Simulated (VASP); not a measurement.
# B7P8 (a cell with a defect) in VASP: further runs

The runs below take B7P8 (a cell with a defect) through relaxation of the atoms, with PBEsol.

Everything below comes from runs of VASP 6.6.1. Logs are shortened: lines on timing, memory, paths and dates and some standing lists are left out, and cuts for length are marked.

**1. The cell of the first run**

The cell holds a defect, 15 atoms: a = 6.392 Å, b = 6.392 Å, c = 6.392 Å, α = 60.00°, β = 60.00°, γ = 60.00°.

**2. Relaxation of the atoms, PBEsol (atoms taken out)**

INCAR

```
SYSTEM = B7P8
ALGO = Normal ; EDIFF = 1E-7
EDIFFG = -0.02 ; ENCUT = 520
GGA = PS ; IBRION = 2
ISIF = 2 ; ISMEAR = 0
LASPH = .True. ; LCHARG = .False.
LREAL = Auto ; LWAVE = .False.
NELECT = 64.0 ; NELM = 60
NSW = 70 ; PREC = Accurate
SIGMA = 0.05
```

KPOINTS

```
k-points
0
Gamma
  4 4 4
  0 0 0
```

POSCAR

```
B7P8
1.0
    0.0000000000      4.5201727734     -4.5201727734
    4.5201727734      4.5201727734      0.0000000000
    4.5201727734      0.0000000000     -4.5201727734
B P
7 8
Direct
    0.0000000000      0.5000000000      0.5000000000
    0.5000000000      0.0000000000      0.5000000000
    0.5000000000      0.5000000000      0.5000000000
    0.0000000000      0.0000000000      1.0000000000
    0.0000000000      0.5000000000      1.0000000000
    0.5000000000      0.0000000000      1.0000000000
    0.5000000000      0.5000000000      1.0000000000
    0.1250000000      0.1250000000      0.1250000000
    0.1250000000      0.6250000000      0.1250000000
    0.6250000000      0.1250000000      0.1250000000
    0.6250000000      0.6250000000      0.1250000000
    0.1250000000      0.1250000000      0.6250000000
    0.1250000000      0.6250000000      0.6250000000
    0.6250000000      0.1250000000      0.6250000000
    0.6250000000      0.6250000000      0.6250000000
```

Potentials or basis: VASP PAW PBE potentials, release 64 (B, P).

On the command line:

```console
> cat potpaw_PBE.64/B/POTCAR potpaw_PBE.64/P/POTCAR > POTCAR
> mpirun -np 1 vasp_std > vasp.out
```

OUTCAR:

```text
SYSTEM = B7P8
   EDIFF = 1E-7
   EDIFFG = -0.02
   ENCUT = 520
   GGA = PS
   IBRION = 2
   ISIF = 2
   ISMEAR = 0
   LASPH = .True.
   LREAL = Auto
   NELECT = 64.0
   NELM = 60
   NSW = 70
   PREC = Accurate

 ion  position               nearest neighbor table
   1  0.000  0.500  0.500-  13 1.96  12 1.96   9 1.96  15 1.96
   2  0.500  0.000  0.500-  14 1.96  12 1.96  10 1.96  15 1.96
   3  0.500  0.500  0.500-  15 1.96  13 1.96  14 1.96  11 1.96
   4  0.000  0.000  0.000-   8 1.96   9 1.96  10 1.96  12 1.96
   5  0.000  0.500  0.000-   9 1.96   8 1.96  11 1.96  13 1.96
   6  0.500  0.000  0.000-  10 1.96   8 1.96  11 1.96  14 1.96
   7  0.500  0.500  0.000-  11 1.96  10 1.96   9 1.96  15 1.96
   8  0.125  0.125  0.125-   4 1.96   5 1.96   6 1.96
   9  0.125  0.625  0.125-   5 1.96   4 1.96   1 1.96   7 1.96
  10  0.625  0.125  0.125-   6 1.96   4 1.96   2 1.96   7 1.96
  11  0.625  0.625  0.125-   7 1.96   5 1.96   6 1.96   3 1.96
  12  0.125  0.125  0.625-   1 1.96   2 1.96   4 1.96
  13  0.125  0.625  0.625-   1 1.96   3 1.96   5 1.96
  14  0.625  0.125  0.625-   2 1.96   3 1.96   6 1.96
  15  0.625  0.625  0.625-   3 1.96   2 1.96   1 1.96   7 1.96

  LATTYP: Found a face centered cubic cell.
 ALAT       =     9.0403455468

  Lattice vectors:

 A1 = (   0.0000000000,   4.5201727734,  -4.5201727734)
 A2 = (   4.5201727734,   4.5201727734,   0.0000000000)
 A3 = (   4.5201727734,   0.0000000000,  -4.5201727734)

Analysis of symmetry for initial positions (statically):
=====================================================================
 Subroutine PRICEL returns:
 Original cell was already a primitive cell.

 Routine SETGRP: Setting up the symmetry group for a
 face centered cubic supercell.

 Subroutine GETGRP returns: Found 24 space group operations
 (whereof  4 operations were pure point group operations)
 out of a pool of 48 trial point group operations.

The static configuration has the point symmetry C_2v.
 The point group associated with its full space group is T_d .

Analysis of symmetry for dynamics (positions and initial velocities):
=====================================================================
 Subroutine PRICEL returns:
 Original cell was already a primitive cell.

 Routine SETGRP: Setting up the symmetry group for a
 face centered cubic supercell.

 Subroutine GETGRP returns: Found 24 space group operations
 (whereof  4 operations were pure point group operations)
 out of a pool of 48 trial point group operations.

The dynamic configuration has the point symmetry C_2v.
 The point group associated with its full space group is T_d .

 Subroutine INISYM returns: Found 24 space group operations
 (whereof  4 operations are pure point group operations),
 and found     1 'primitive' translations

----------------------------------------------------------------------------------------

                                     Primitive cell

  volume of cell :     184.7120

  direct lattice vectors                    reciprocal lattice vectors
     0.000000000  4.520172773 -4.520172773    -0.110615241  0.110615241 -0.110615241
     4.520172773  4.520172773  0.000000000     0.110615241  0.110615241  0.110615241
     4.520172773  0.000000000 -4.520172773     0.110615241 -0.110615241 -0.110615241

  length of vectors
     6.392489640  6.392489640  6.392489640     0.191591217  0.191591217  0.191591217

  position of ions in fractional coordinates (direct lattice)
     0.000000000  0.500000000  0.500000000
     0.500000000  0.000000000  0.500000000
     0.500000000  0.500000000  0.500000000
     0.000000000  0.000000000  0.000000000
     0.000000000  0.500000000  0.000000000
     0.500000000  0.000000000  0.000000000
     0.500000000  0.500000000  0.000000000
     0.125000000  0.125000000  0.125000000
     0.125000000  0.625000000  0.125000000
     0.625000000  0.125000000  0.125000000
     0.625000000  0.625000000  0.125000000
     0.125000000  0.125000000  0.625000000
     0.125000000  0.625000000  0.625000000
     0.625000000  0.125000000  0.625000000
     0.625000000  0.625000000  0.625000000

  ion indices of the primitive-cell ions
   primitive index   ion index
                 1           1
                 2           2
                 3           3
                 4           4
                 5           5
                 6           6
                 7           7
                 8           8
                 9           9
                10          10
                11          11
                12          12
                13          13
                14          14
                15          15

----------------------------------------------------------------------------------------

 KPOINTS: k-points

Automatic generation of k-mesh.
 Grid dimensions read from file:
 generate k-points for:    4    4    4

 Generating k-lattice:

  Cartesian coordinates                     Fractional coordinates (reciprocal lattice)
    -0.027653810  0.027653810 -0.027653810     0.250000000  0.000000000  0.000000000
     0.027653810  0.027653810  0.027653810     0.000000000  0.250000000  0.000000000
     0.027653810 -0.027653810 -0.027653810     0.000000000  0.000000000  0.250000000

  Length of vectors
     0.047897804  0.047897804  0.047897804

  Shift w.r.t. Gamma in fractional coordinates (k-lattice)
     0.000000000  0.000000000  0.000000000

 Subroutine IBZKPT returns following result:
 ===========================================

 Found      8 irreducible k-points:

 Following reciprocal coordinates:
            Coordinates               Weight
  0.000000  0.000000  0.000000      1.000000
  0.250000  0.000000  0.000000      8.000000
  0.500000  0.000000  0.000000      4.000000
  0.250000  0.250000  0.000000      6.000000
  0.500000  0.250000  0.000000     24.000000
 -0.250000  0.250000  0.000000     12.000000
  0.500000  0.500000  0.000000      3.000000
 -0.250000  0.500000  0.250000      6.000000
   k-points           NKPTS =      8   k-points in BZ     NKDIM =      8   number of bands    NBANDS=     40
   number of dos      NEDOS =    301   number of ions     NIONS =     15
   total plane-waves  NPLWV = 110592
   dimension x,y,z NGX =    48 NGY =   48 NGZ =   48
   dimension x,y,z NGXF=    96 NGYF=   96 NGZF=   96
   ions per type =               7   8
   NGX,Y,Z   is equivalent  to a cutoff of  12.48, 12.48, 12.48 a.u.
   NGXF,Y,Z  is equivalent  to a cutoff of  24.97, 24.97, 24.97 a.u.
 SYSTEM =  B7P8
   PREC   = accura    normal or accurate (medium, high low for compatibility)
   ISTART =      0    job   : 0-new  1-cont  2-samecut
   ICHARG =      2    charge: 1-file 2-atom 10-const
   ISPIN  =      1    spin polarized calculation?
   LNONCOLLINEAR =      F non collinear calculations
   LSORBIT =      F    spin-orbit coupling
   LASPH  =      T    aspherical Exc in radial PAW
   ENCUT  =  520.0 eV  38.22 Ry    6.18 a.u.  11.89 11.89 11.89*2*pi/ulx,y,z
   NELM   =     60;   NELMIN=  2; NELMDL= -5     # of ELM steps
   EDIFF  = 0.1E-06   stopping-criterion for ELM
   LREAL  =      T    real-space projection
   EDIFFG = -.2E-01   stopping-criterion for IOM
   NSW    =     70    number of steps for IOM
   IBRION =      2    ionic relax: 0-MD 1-quasi-New 2-CG
   NFREE  =      1    steps in history (QN), initial steepest desc. (CG)
   ISIF   =      2    stress and relaxation
   ISYM   =      2    0-nonsym 1-usesym 2-fastsym
   POTIM  = 0.5000    time-step for ionic-motion
   TEBEG  =    0.0;   TEEND  =   0.0 temperature during run
   PSTRESS=    0.0 pullay stress
   NELECT =      64.0000    total number of electrons
   NUPDOWN=      -1.0000    fix difference up-down
   EMIN   =  10.00;   EMAX   =-10.00  energy-range for DOS
   EFERMI =   0.00;   METHOD = LEGACY
   ISMEAR =     0;   SIGMA  =   0.05  broadening in eV -4-tet -1-fermi 0-gaus
   EFERMI_NEDOS =   21; number of points for ismear=-14 and -15
   IALGO  =     38    algorithm
   IMIX   =      4    mixing-type and parameters
     AMIX     =   0.40;   BMIX     =  1.00
     AMIX_MAG =   1.60;   BMIX_MAG =  1.00
  volume/ion in A,a.u.               =      12.31        83.10
  Fermi-wavevector in a.u.,A,eV,Ry     =   1.149837  2.172878 17.988619  1.322126
  Thomas-Fermi vector in A             =   2.286505
   LORBIT       =      0    0 simple, 1 ext, 2 COOP (PROOUT), +10 PAW based schemes
   GGA     = PS    functional components
   LHFCALC =     F    Hartree Fock is set to
   AEXX    =    0.0000 exact exchange contribution
   IVDW    =     0    specifies the selected vdW correction
   LEPSILON=     F    determine dielectric tensor
   LRPA    =     F    only Hartree local field effects (RPA)
 conjugate gradient relaxation of ions
 non-spin polarized calculation
 Gauss-broadening in eV      SIGMA  =   0.05
  energy-cutoff  :      520.00
  volume of cell :      184.71
 maximum number of plane-waves:      4992
   NGX = 23   NGY = 23   NGZ = 23

--------------------------------------- Ionic step        1  -------------------------------------------

 number of electron      64.0000005 magnetization

 Free energy of the ion-electron system (eV)
  ---------------------------------------------------
  ext. energy  EPLUGINS =         0.00000000
  ---------------------------------------------------
  free energy    TOTEN  =       -74.86894395 eV

  energy without entropy =      -74.86246851  energy(sigma->0) =      -74.86570623

------------------------ aborting loop because EDIFF is reached ----------------------------------------

  FORCE on cell =-STRESS in cart. coord.  units (eV):
  Direction    XX          YY          ZZ          XY          YZ          ZX
  --------------------------------------------------------------------------------------
  -------------------------------------------------------------------------------------
  Total       33.4546681     33.4546681     33.4546681      0.0000000      0.0000000     -0.0000000
  in kB      290.1831606    290.1831606    290.1831606      0.0000000      0.0000000     -0.0000000
  external PRESSURE =     290.1831606 kB  Pullay stress =       0.0000000 kB
[... 279 lines left out ...]
  energy  without entropy=      -75.4611364394  energy(sigma->0) =      -75.46444790

--------------------------------------- Ionic step        7  -------------------------------------------

 number of electron      64.0000002 magnetization

 Free energy of the ion-electron system (eV)
  ---------------------------------------------------
  ext. energy  EPLUGINS =         0.00000000
  ---------------------------------------------------
  free energy    TOTEN  =       -75.46781021 eV

  energy without entropy =      -75.46120154  energy(sigma->0) =      -75.46450588

 E-fermi :   8.3801     XC(G=0): -11.1403

 val. band max:        8.3630823590   @ k =   0.2500   0.0000   0.0000
 cond. band min:       8.4488953821   @ k =   0.0000   0.0000   0.0000
 fundamental gap:      0.0858130231
 Fermi energy:         8.3801240016

 k-point     1 :       0.0000    0.0000    0.0000
  band No.  band energies     occupation
      1      -8.3864      2.00000
      2      -5.0896      2.00000
      3      -5.0896      2.00000
      4      -5.0896      2.00000
      5      -4.3688      2.00000
      6      -3.1175      2.00000
[... 375 lines left out ...]
  FREE ENERGIE OF THE ION-ELECTRON SYSTEM (eV)
  ---------------------------------------------------
  free  energy   TOTEN  =       -75.4678102121 eV

  energy  without entropy=      -75.4612015431  energy(sigma->0) =      -75.46450588

 reached required accuracy - stopping structural energy minimisation
```

Run time: 4.2 min. Hardware: 1 thread of Intel Xeon 6975P-C (Granite Rapids), shared host; peak memory 0.33 GiB.

What came out:

- Free energy: -75.4678 eV
- Energy gained by relaxing: 39.9 meV/atom
- Ionic steps: 7
- Largest force after relaxing: 0.012 eV/Å

Forces on the atoms (eV/Å):
```
B    0.000  0.000 -0.001
B    0.001  0.000  0.000
B    0.000 -0.001  0.000
B    0.000  0.001  0.000
B   -0.001  0.000  0.000
B    0.000  0.000  0.001
B    0.000  0.000  0.000
P    0.000  0.000  0.000
P   -0.007  0.007 -0.007
P    0.007  0.007  0.007
P   -0.007 -0.007  0.007
P    0.000  0.000  0.000
P    0.000  0.000  0.000
P    0.000  0.000  0.000
P    0.007 -0.007 -0.007
```

The path:
```csv
step,energy change (eV),largest force (eV/Å),pressure (GPa)
1,0.0000,1.6508,29.02
2,-0.5243,0.7027,27.94
3,-0.5898,0.2033,27.22
4,-0.5899,0.1801,27.26
5,-0.5987,0.0241,26.96
6,-0.5988,0.0285,26.93
7,-0.5989,0.0125,26.91
```

Final structure:
```cif
data_structure
_symmetry_space_group_name_H-M 'P 1'
_symmetry_Int_Tables_number 1
_cell_length_a 6.3925
_cell_length_b 6.3925
_cell_length_c 6.3925
_cell_angle_alpha 60.000
_cell_angle_beta 60.000
_cell_angle_gamma 60.000
_cell_volume 184.71
loop_
_atom_site_label
_atom_site_type_symbol
_atom_site_fract_x
_atom_site_fract_y
_atom_site_fract_z
_atom_site_occupancy
B1 B 0.00580 0.49419 0.50580 1
B2 B 0.49419 0.00580 0.50580 1
B3 B 0.49419 0.49419 0.50580 1
B4 B 0.00580 0.00580 0.99420 1
B5 B 0.00580 0.49419 0.99420 1
B6 B 0.49419 0.00580 0.99420 1
B7 B 0.50000 0.50000 0.00000 1
P1 P 0.11685 0.11685 0.14946 1
P2 P 0.12199 0.62600 0.12600 1
P3 P 0.62600 0.12199 0.12600 1
P4 P 0.62600 0.62600 0.12600 1
P5 P 0.11685 0.11685 0.61685 1
P6 P 0.11685 0.64946 0.61685 1
P7 P 0.64946 0.11685 0.61685 1
P8 P 0.62600 0.62600 0.62199 1
```

Caveat: the cell carries a net charge on a neutralising background, which shifts energy and pressure; the cell differs from its parent crystal (atoms taken out); the cell is charged against a uniform background, so pressure and absolute levels hang on convention; the PAW data sets were made with another functional, which shifts forces and pressure a little.

(Part 1 of 2 ends here.)
